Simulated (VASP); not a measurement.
The system is NaCl.

```
Na Cl
1.0
     0.00000    2.80273    2.80273
     2.80273    0.00000    2.80273
     2.80273    2.80273    0.00000
Na Cl
1 1
Direct
  0.00000 0.00000 0.00000
  0.50000 0.50000 0.50000
```

Base run:

| Quantity | Value |
| --- | --- |
| Program | VASP 6.6.1 |
| Functional | r2SCAN |
| Potentials or basis | VASP PAW PBE potentials, release 64 (Na_pv, Cl) |
| Cutoff | 520 eV |
| k mesh | 6 × 6 × 6 |
| Occupations | gaussian, width 0.01 eV |
| Spin | no spin polarisation |

Its results: band gap on the k mesh 6.00 eV, direct; pressure -0.1 GPa.

**Question.** The run is repeated on the same cell with these changes: functional from r2SCAN to HSE06; k mesh from 6 × 6 × 6 to 4 × 4 × 4. What comes out?

**Answer.** Band gap on the k mesh 6.55 eV, direct; pressure 0.7 GPa.

Several settings changed at once, so the effect can't be laid on one alone.

Caveats: some runs use coarse meshes; the PAW data sets were made with another functional, which shifts forces and pressure a little.

